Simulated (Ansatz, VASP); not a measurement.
**As in VASP and in Ansatz**

```
As
1.0
     3.35000    0.00000    0.00000
    -1.67500    2.90119    0.00000
     0.00000    0.00000   28.00000
As
2
Direct
  0.33333 0.66667 0.53171
  0.66667 0.33333 0.46829
```

Alike in both runs: task single point; functional LDA; k mesh 9 × 9 × 1; occupations gaussian, width 0.02 eV; no spin polarisation.

|  | VASP | Ansatz |
| --- | --- | --- |
| version | VASP 6.6.1 | Ansatz 0.2.0 |
| potentials or method | VASP PAW LDA potentials, release 64 (As_d), cutoff 520 eV | scalar-relativistic, plane waves, PAW |
| valence electrons in the cell | 30 | 30 |

|  | VASP | Ansatz | Ansatz less VASP |
| --- | --- | --- | --- |
| rms of the force components (eV/Å) | 1.598 | 1.617 | +0.0188 |

LDA's correlation is that of Perdew and Zunger in VASP and of Perdew and Wang (1992) in Ansatz. Atom by atom the forces differ by 0.019 eV/Å (rms over components).
